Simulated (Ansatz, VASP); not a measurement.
NaZr4: VASP beside Ansatz

```
Na Zr
1.0
     5.00261    0.00000    0.00000
     0.00000    5.00261    0.00000
     0.00000    0.00000    5.00261
Na Zr
1 4
Direct
  0.00000 0.00000 0.00000
  0.50000 0.00000 0.00000
  0.00000 0.50000 0.00000
  0.00000 0.00000 0.50000
  0.50000 0.50000 0.50000
```

Alike in both runs: functional PBE; k mesh 8 × 8 × 8; occupations gaussian, width 0.1 eV; no spin polarisation.

Ansatz relaxed the structure, and its values are those at the end. VASP's run is a single point on that final structure, the one shown.

|  | VASP | Ansatz |
| --- | --- | --- |
| version | VASP 6.6.1 | Ansatz 0.2.0 |
| potentials or method | VASP PAW PBE potentials, release 64 (Na_pv, Zr_sv), cutoff 520 eV | scalar-relativistic, plane waves, PAW |
| valence electrons in the cell | 55 | 57 |

```csv
,VASP,Ansatz,Ansatz less VASP
gap on the k mesh at the Fermi level (eV),none,none,-
pressure (GPa),0.1,0.0,-0.09
```

A gap of «none» marks a metal or a gap that the smearing closes. VASP's potentials hold 55 valence electrons a cell and Ansatz's 57, so a difference there can come from the potentials and not from the codes.
